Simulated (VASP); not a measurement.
Te2Mo: single point with PBEsol

Te2Mo:

```xyz
6
Lattice="3.4942 0.0000 0.0000 -1.7471 3.0261 0.0000 0.0000 0.0000 14.2857" Properties=species:S:1:pos:R:3 pbc="T T T"
Te    0.0000    2.0174    8.9072
Te    1.7471    1.0087    1.7643
Te    1.7471    1.0087    5.3785
Te    0.0000    2.0174   12.5214
Mo    0.0000    2.0174    3.5714
Mo    1.7471    1.0087   10.7143
```

This cell differs from its parent crystal: strain along c alone, the other axes held: +2.0 %, then relaxed in part.

```
Program             : VASP 6.6.1
Task                : single point
Functional          : PBEsol
Potentials or basis : VASP PAW PBE potentials, release 64 (Te, Mo_sv)
Cutoff              : 520 eV
k mesh              : 12 × 12 × 2
Occupations         : gaussian, width 0.02 eV
Spin                : no spin polarisation
```

```
Pressure               : -0.2 GPa
Largest force          : 0.029 eV/Å
Band gap on the k mesh : 0.84 eV, indirect (least direct gap 1.10 eV)
```

Forces in eV/Å, atoms in the order of the input:
```
Te   0.000  0.000 -0.029
Te   0.000  0.000 -0.029
Te   0.000  0.000  0.029
Te   0.000  0.000  0.029
Mo   0.000  0.000  0.000
Mo   0.000  0.000  0.000
```

Stress tensor (GPa, compression positive):
```
-0.07  0.00  0.00
 0.00 -0.07  0.00
 0.00  0.00 -0.37
```

Levels at points of the mesh, in eV from the valence-band top:
| k point | band 24 | band 25 | band 26 | band 27 | band 28 | band 29 |
| --- | --- | --- | --- | --- | --- | --- |
| (0.00, 0.00, 0.00) | -0.91 | -0.52 | -0.04 | 3.11 | 3.11 | 3.21 |
| (0.50, 0.00, 0.00) | -0.91 | -0.41 | -0.19 | 1.42 | 1.46 | 1.57 |
| (0.00, 0.00, 0.50) | -0.92 | -0.16 | -0.16 | 3.14 | 3.14 | 3.14 |
| (0.50, 0.00, 0.50) | -0.90 | -0.30 | -0.30 | 1.44 | 1.44 | 1.75 |

Run time: 100 s on 1 thread of Intel(R) Xeon(R) 6975P-C (Granite Rapids), with other jobs on the host, peak memory 0.38 GiB.

Caveat: the cell differs from its parent crystal (strain along c alone, the other axes held: +2.0 %, then relaxed in part); the PAW data sets were made with another functional, which shifts forces and pressure a little; spin-orbit coupling is left out, which moves the levels of the heavy elements; this functional lacks dispersion, which binds the layers, so the pressure and a relaxed spacing across them are unreliable. A k mesh can miss the band edges.
